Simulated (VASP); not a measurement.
# HfN (CsCl type) (Pm-3m) in VASP: further runs

The runs below take HfN (CsCl type) through single point, with PBE.

Program: VASP 6.6.1. These are calculated values, not measurements. Logs are shortened: lines on timing, memory, paths and dates and some standing lists are left out, and cuts for length are marked.

## 1. The cell of the first run

The structure is cubic, space group Pm-3m (No. 221). Conventional cell: a = 2.623 Å, b = 2.623 Å, c = 2.623 Å, α = 90.00°, β = 90.00°, γ = 90.00°. Hf (site symmetry m-3m) has 8 N at 2.27 Å and 6 Hf at 2.62 Å within 3.0 Å. N (site symmetry m-3m) has 8 Hf at 2.27 Å and 6 N at 2.62 Å within 3.0 Å.

## 2. Single point, PBE (volume scaled by 0.8)

Contents of INCAR:

```
PREC     = Accurate       # precision mode
ENCUT    = 520            # plane-wave cutoff, eV
EDIFF    = 1E-7           # SCF threshold, eV
ISMEAR   = -1             # smearing method
SIGMA    = 0.05           # smearing width, eV
LREAL    = False          # projectors in reciprocal space
LASPH    = True           # aspherical terms in the spheres
NELM     = 100            # most SCF steps
ALGO     = Normal         # electronic algorithm
ISIF     = 2              # what is computed and relaxed
LWAVE    = False          # write WAVECAR
LCHARG   = False          # write CHGCAR
GGA      = PE             # functional
NBANDS   = 14             # bands
```

Contents of KPOINTS:

```
Automatic mesh
0
Gamma
  14 14 14
```

Contents of POSCAR:

```
HfN
1.0
    2.6226081206      0.0000000000      0.0000000000
    0.0000000000      2.6226081206      0.0000000000
    0.0000000000      0.0000000000      2.6226081206
Hf N
1 1
Direct
    0.0000000000      0.0000000000      0.0000000000
    0.5000000000      0.5000000000      0.5000000000
```

Potentials or basis: VASP PAW PBE potentials, release 64 (Hf_pv, N).

The run is started by

```console
> cat potpaw_PBE.64/Hf_pv/POTCAR potpaw_PBE.64/N/POTCAR > POTCAR
> mpirun -np 1 vasp_std > vasp.out
```

OUTCAR:

```text
PREC = Accurate
   ENCUT = 520
   EDIFF = 1E-7
   ISMEAR = -1
   LREAL = False
   LASPH = True
   NELM = 100
   ISIF = 2
   GGA = PE

 ion  position               nearest neighbor table
   1  0.000  0.000  0.000-   2 2.27   2 2.27   2 2.27   2 2.27   2 2.27   2 2.27   2 2.27   2 2.27

   2  0.500  0.500  0.500-   1 2.27   1 2.27   1 2.27   1 2.27   1 2.27   1 2.27   1 2.27   1 2.27

  LATTYP: Found a simple cubic cell.
 ALAT       =     2.6226081206

  Lattice vectors:

 A1 = (   2.6226081206,   0.0000000000,   0.0000000000)
 A2 = (   0.0000000000,   2.6226081206,   0.0000000000)
 A3 = (   0.0000000000,   0.0000000000,   2.6226081206)

Analysis of symmetry for initial positions (statically):
=====================================================================
 Subroutine PRICEL returns:
 Original cell was already a primitive cell.

 Routine SETGRP: Setting up the symmetry group for a
 simple cubic supercell.

 Subroutine GETGRP returns: Found 48 space group operations
 (whereof 48 operations were pure point group operations)
 out of a pool of 48 trial point group operations.

The static configuration has the point symmetry O_h .

Analysis of symmetry for dynamics (positions and initial velocities):
=====================================================================
 Subroutine PRICEL returns:
 Original cell was already a primitive cell.

 Routine SETGRP: Setting up the symmetry group for a
 simple cubic supercell.

 Subroutine GETGRP returns: Found 48 space group operations
 (whereof 48 operations were pure point group operations)
 out of a pool of 48 trial point group operations.

The dynamic configuration has the point symmetry O_h .

 Subroutine INISYM returns: Found 48 space group operations
 (whereof 48 operations are pure point group operations),
 and found     1 'primitive' translations

----------------------------------------------------------------------------------------

                                     Primitive cell

  volume of cell :      18.0385

  direct lattice vectors                    reciprocal lattice vectors
     2.622608121  0.000000000  0.000000000     0.381299818  0.000000000  0.000000000
     0.000000000  2.622608121  0.000000000     0.000000000  0.381299818  0.000000000
     0.000000000  0.000000000  2.622608121     0.000000000  0.000000000  0.381299818

  length of vectors
     2.622608121  2.622608121  2.622608121     0.381299818  0.381299818  0.381299818

  position of ions in fractional coordinates (direct lattice)
     0.000000000  0.000000000  0.000000000
     0.500000000  0.500000000  0.500000000

  ion indices of the primitive-cell ions
   primitive index   ion index
                 1           1
                 2           2

----------------------------------------------------------------------------------------

 KPOINTS: Automatic mesh

Automatic generation of k-mesh.
 Grid dimensions read from file:
 generate k-points for:   14   14   14

 Generating k-lattice:

  Cartesian coordinates                     Fractional coordinates (reciprocal lattice)
     0.027235701  0.000000000  0.000000000     0.071428571  0.000000000  0.000000000
     0.000000000  0.027235701  0.000000000     0.000000000  0.071428571  0.000000000
     0.000000000  0.000000000  0.027235701     0.000000000  0.000000000  0.071428571

  Length of vectors
     0.027235701  0.027235701  0.027235701

  Shift w.r.t. Gamma in fractional coordinates (k-lattice)
     0.000000000  0.000000000  0.000000000

 Subroutine IBZKPT returns following result:
 ===========================================

 Found    120 irreducible k-points:

 Following reciprocal coordinates:
            Coordinates               Weight
  0.000000  0.000000  0.000000      1.000000
  0.071429  0.000000  0.000000      6.000000
  0.142857  0.000000  0.000000      6.000000
  0.214286  0.000000  0.000000      6.000000
  0.285714  0.000000  0.000000      6.000000
  0.357143  0.000000  0.000000      6.000000
[... 16 lines left out ...]
  0.285714  0.214286  0.000000     24.000000
  0.357143  0.214286  0.000000     24.000000
 [... further k-points ...]
   k-points           NKPTS =    120   k-points in BZ     NKDIM =    120   number of bands    NBANDS=     14
   number of dos      NEDOS =    301   number of ions     NIONS =      2
   total plane-waves  NPLWV =   8000
   dimension x,y,z NGX =    20 NGY =   20 NGZ =   20
   dimension x,y,z NGXF=    40 NGYF=   40 NGZF=   40
   ions per type =               1   1
   NGX,Y,Z   is equivalent  to a cutoff of  12.68, 12.68, 12.68 a.u.
   NGXF,Y,Z  is equivalent  to a cutoff of  25.36, 25.36, 25.36 a.u.
 SYSTEM =  unknown system
   PREC   = accura    normal or accurate (medium, high low for compatibility)
   ISTART =      0    job   : 0-new  1-cont  2-samecut
   ICHARG =      2    charge: 1-file 2-atom 10-const
   ISPIN  =      1    spin polarized calculation?
   LNONCOLLINEAR =      F non collinear calculations
   LSORBIT =      F    spin-orbit coupling
   LASPH  =      T    aspherical Exc in radial PAW
   ENCUT  =  520.0 eV  38.22 Ry    6.18 a.u.   4.88  4.88  4.88*2*pi/ulx,y,z
   NELM   =    100;   NELMIN=  2; NELMDL= -5     # of ELM steps
   EDIFF  = 0.1E-06   stopping-criterion for ELM
   LREAL  =      F    real-space projection
   EDIFFG = 0.1E-05   stopping-criterion for IOM
   NSW    =      0    number of steps for IOM
   IBRION =     -1    ionic relax: 0-MD 1-quasi-New 2-CG
   NFREE  =      0    steps in history (QN), initial steepest desc. (CG)
   ISIF   =      2    stress and relaxation
   ISYM   =      2    0-nonsym 1-usesym 2-fastsym
   POTIM  = 0.5000    time-step for ionic-motion
   TEBEG  =    0.0;   TEEND  =   0.0 temperature during run
   PSTRESS=    0.0 pullay stress
   NELECT =      15.0000    total number of electrons
   NUPDOWN=      -1.0000    fix difference up-down
   EMIN   =  10.00;   EMAX   =-10.00  energy-range for DOS
   EFERMI =   0.00;   METHOD = LEGACY
   ISMEAR =    -1;   SIGMA  =   0.05  broadening in eV -4-tet -1-fermi 0-gaus
   EFERMI_NEDOS =   21; number of points for ismear=-14 and -15
   IALGO  =     38    algorithm
   IMIX   =      4    mixing-type and parameters
     AMIX     =   0.40;   BMIX     =  1.00
     AMIX_MAG =   1.60;   BMIX_MAG =  1.00
  volume/ion in A,a.u.               =       9.02        60.86
  Fermi-wavevector in a.u.,A,eV,Ry     =   1.539472  2.909181 32.245463  2.369975
  Thomas-Fermi vector in A             =   2.645695
   LORBIT       =      0    0 simple, 1 ext, 2 COOP (PROOUT), +10 PAW based schemes
   GGA     = PE    functional components
   LHFCALC =     F    Hartree Fock is set to
   AEXX    =    0.0000 exact exchange contribution
   IVDW    =     0    specifies the selected vdW correction
   LEPSILON=     F    determine dielectric tensor
   LRPA    =     F    only Hartree local field effects (RPA)
 non-spin polarized calculation
  energy-cutoff  :      520.00
  volume of cell :       18.04
 maximum number of plane-waves:       500
 NGX is ok and might be reduce to    20
   NGX =  9   NGY =  9   NGZ =  9

 number of electron      14.9999995 magnetization

 Free energy of the ion-electron system (eV)
  ---------------------------------------------------
  ext. energy  EPLUGINS =         0.00000000
  ---------------------------------------------------
  free energy    TOTEN  =       -18.89475504 eV

  energy without entropy =      -18.88864674  energy(sigma->0) =      -18.89170089

 E-fermi :   9.6042     XC(G=0): -14.1646

 val. band max:        9.5956943161   @ k =   0.3571   0.2857   0.0000
 cond. band min:       9.6137583821   @ k =   0.1429   0.0714   0.0000
 fundamental gap:      0.0180640660
 Fermi energy:         9.6042268982

 k-point     1 :       0.0000    0.0000    0.0000
  band No.  band energies     occupation
      1     -19.7857      2.00000
      2     -19.7857      2.00000
      3     -19.7857      2.00000
      4      -7.9992      2.00000
      5       6.2979      2.00000
      6       6.2979      2.00000
      7       8.5432      2.00000
      8       8.5432      2.00000
      9       8.5432      2.00000
     10      16.4222      0.00000
     11      17.6368      0.00000
     12      17.6368      0.00000
     13      17.6368      0.00000
     14      23.4742      0.00000

 k-point     2 :       0.0714    0.0000    0.0000
  band No.  band energies     occupation
      1     -19.9430      2.00000
      2     -19.7724      2.00000
      3     -19.7724      2.00000
      4      -7.8389      2.00000
      5       6.1800      2.00000
      6       6.3638      2.00000
      7       8.4195      2.00000
      8       8.4195      2.00000
      9       8.6270      2.00000
     10      16.7385      0.00000
     11      17.6615      0.00000
     12      17.6615      0.00000
     13      17.6775      0.00000
     14      23.4744      0.00000

 k-point     3 :       0.1429    0.0000    0.0000
  band No.  band energies     occupation
      1     -20.3623      2.00000
      2     -19.7348      2.00000
      3     -19.7348      2.00000
      4      -7.3960      2.00000
      5       5.5560      2.00000
      6       6.5546      2.00000
      7       8.0794      2.00000
      8       8.0794      2.00000
      9       9.2864      1.99654
     10      17.5243      0.00000
     11      17.7483      0.00000
     12      17.7483      0.00000
     13      17.7936      0.00000
     14      23.4749      0.00000
[... 324 lines left out ...]
 k-point    23 :       0.2857    0.2143    0.0000
  band No.  band energies     occupation
      1     -21.3216      2.00000
      2     -20.6422      2.00000
      3     -19.5232      2.00000
      4      -5.5840      2.00000
      5       3.3010      2.00000
      6       5.8409      2.00000
      7       7.3494      2.00000
      8       9.1847      1.99955
      9      13.5558      0.00000
     10      15.2100      0.00000
     11      15.6734      0.00000
     12      18.5480      0.00000
     13      21.1457      0.00000
     14      23.4873      0.00000

 k-point    24 :       0.3571    0.2143    0.0000
  band No.  band energies     occupation
      1     -21.7711      2.00000
      2     -20.5655      2.00000
      3     -19.4707      2.00000
      4      -5.2447      2.00000
      5       2.7266      2.00000
      6       5.7752      2.00000
      7       7.1857      2.00000
      8       9.2259      1.99897
      9      15.1411      0.00000
     10      15.2341      0.00000
     11      15.8549      0.00000
     12      17.8862      0.00000
     13      21.6329      0.00000
     14      23.4920      0.00000

 [... further k-points ...]
[... 5 lines left out ...]
  --------------------------------------------------------------------------------------
  -------------------------------------------------------------------------------------
  Total        8.9178048      8.9178048      8.9178048      0.0000000     -0.0000000      0.0000000
  in kB      792.0787084    792.0787084    792.0787084      0.0000000     -0.0000000      0.0000000
  external PRESSURE =     792.0787084 kB  Pullay stress =       0.0000000 kB

 VOLUME and BASIS-vectors are now :
 -----------------------------------------------------------------------------
  energy-cutoff  :      520.00
  volume of cell :       18.04
      direct lattice vectors                 reciprocal lattice vectors
     2.622608121  0.000000000  0.000000000     0.381299818  0.000000000  0.000000000
     0.000000000  2.622608121  0.000000000     0.000000000  0.381299818  0.000000000
     0.000000000  0.000000000  2.622608121     0.000000000  0.000000000  0.381299818

 POSITION                                       TOTAL-FORCE (eV/Angst)
 -----------------------------------------------------------------------------------
      0.00000      0.00000      0.00000         0.000000      0.000000      0.000000
      1.31130      1.31130      1.31130         0.000000      0.000000      0.000000
 -----------------------------------------------------------------------------------
    total drift:                                0.000000      0.000000      0.000000

  FREE ENERGIE OF THE ION-ELECTRON SYSTEM (eV)
  ---------------------------------------------------
  free  energy   TOTEN  =       -18.8947550416 eV

  energy  without entropy=      -18.8886467359  energy(sigma->0) =      -18.89170089
```

Run time: 11 s. Hardware: 1 thread of Intel Xeon 6975P-C (Granite Rapids), shared host; peak memory 0.14 GiB.

What came out:

| Property | Result |
| --- | --- |
| Free energy | -18.8948 eV |
| Pressure | 79.2 GPa |

Levels at points of the mesh, in eV from the Fermi level:
| k point | band 4 | band 5 | band 6 | band 7 | band 8 | band 9 | band 10 | band 11 | band 12 | band 13 |
| --- | --- | --- | --- | --- | --- | --- | --- | --- | --- | --- |
| (0.00, 0.00, 0.00) | -17.60 | -3.31 | -3.31 | -1.06 | -1.06 | -1.06 | 6.82 | 8.03 | 8.03 | 8.03 |
| (0.50, 0.00, 0.00) | -13.91 | -8.91 | -3.35 | -3.35 | -1.67 | 7.41 | 8.94 | 9.12 | 9.12 | 10.99 |
| (0.50, 0.50, 0.00) | -15.61 | -4.25 | -4.25 | -1.45 | -0.65 | 3.59 | 3.59 | 3.95 | 12.01 | 13.83 |
| (0.50, 0.50, 0.50) | -13.00 | -8.59 | -8.59 | -8.59 | 10.11 | 10.11 | 10.11 | 12.46 | 12.46 | 12.97 |

Caveat: spin-orbit coupling is left out, which moves the levels of the heavy elements.

## 3. Single point, PBE (volume scaled by 0.8)

Contents of INCAR:

```
SYSTEM = HfN
PREC = Accurate ; ENCUT = 520
EDIFF = 1E-6 ; ISMEAR = -1
SIGMA = 0.05 ; LREAL = .False.
LASPH = .True. ; NELM = 100
ALGO = Normal ; ISIF = 2
LWAVE = .False. ; LCHARG = .False.
GGA = PE ; NBANDS = 14
```

Contents of KPOINTS:

```
regular mesh
0
Gamma
  14 14 14
  0 0 0
```

POSCAR is that of step 2.

Potentials or basis: VASP PAW PBE potentials, release 64 (Hf_pv, N).

The run is started by

```console
> cat potpaw_PBE.64/Hf_pv/POTCAR potpaw_PBE.64/N/POTCAR > POTCAR
> mpirun -np 1 vasp_std > vasp.out
```

Wall time 9.6 s (1 thread of Intel Xeon 6975P-C (Granite Rapids), shared host); peak memory 0.14 GiB.

Results (log left out):

| Quantity | Value |
| --- | --- |
| Free energy | -18.8948 eV |
| Pressure | 79.2 GPa |

Levels at points of the mesh, in eV from the Fermi level:
| k point | band 4 | band 5 | band 6 | band 7 | band 8 | band 9 | band 10 | band 11 | band 12 | band 13 |
| --- | --- | --- | --- | --- | --- | --- | --- | --- | --- | --- |
| (0.00, 0.00, 0.00) | -17.60 | -3.31 | -3.31 | -1.06 | -1.06 | -1.06 | 6.82 | 8.03 | 8.03 | 8.03 |
| (0.50, 0.00, 0.00) | -13.91 | -8.91 | -3.35 | -3.35 | -1.67 | 7.41 | 8.94 | 9.12 | 9.12 | 10.99 |
| (0.50, 0.50, 0.00) | -15.61 | -4.25 | -4.25 | -1.45 | -0.65 | 3.59 | 3.59 | 3.95 | 12.01 | 13.83 |
| (0.50, 0.50, 0.50) | -13.00 | -8.59 | -8.59 | -8.59 | 10.11 | 10.11 | 10.11 | 12.46 | 12.46 | 12.97 |

Caveat: spin-orbit coupling is left out, which moves the levels of the heavy elements.
